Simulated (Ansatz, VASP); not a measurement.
## EuO in VASP and in Ansatz

```
Eu O
1.0
     0.00000    2.57195    2.57195
     2.57195    0.00000    2.57195
     2.57195    2.57195    0.00000
Eu O
1 1
Cartesian
  2.5720 2.5720 2.5720
  0.0000 0.0000 0.0000
```

Alike in both runs: task single point; functional PBEsol; k mesh 8 × 8 × 8; occupations gaussian, width 0.05 eV; collinear spin; Hubbard terms Eu f U = 6.0 eV.

|  | VASP | Ansatz |
| --- | --- | --- |
| version | VASP 6.6.1 | Ansatz 0.2.0 |
| potentials or method | VASP PAW PBE potentials, release 64 (Eu, O), cutoff 600 eV | scalar-relativistic, plane waves, PAW |
| valence electrons in the cell | 23 | 23 |

VASP gave:

| Property | Result |
| --- | --- |
| pressure (GPa) | -3.7 |
| net moment per atom (μB) | 3.50 |
| size of the moment on the site where the two differ most (μB) | 6.73 |

Task: Which values does Ansatz return?

Result: Pressure (GPa): -3.1; net moment per atom (μB): 3.50; size of the moment on the site where the two differ most (μB): 6.75.

VASP's potentials were made for PBE, not for PBEsol. Site moments also hang on the region over which each program counts them. The programs project onto different local orbitals, so the same U acts differently, and such runs can settle in different states.

Spin-orbit coupling is off throughout.
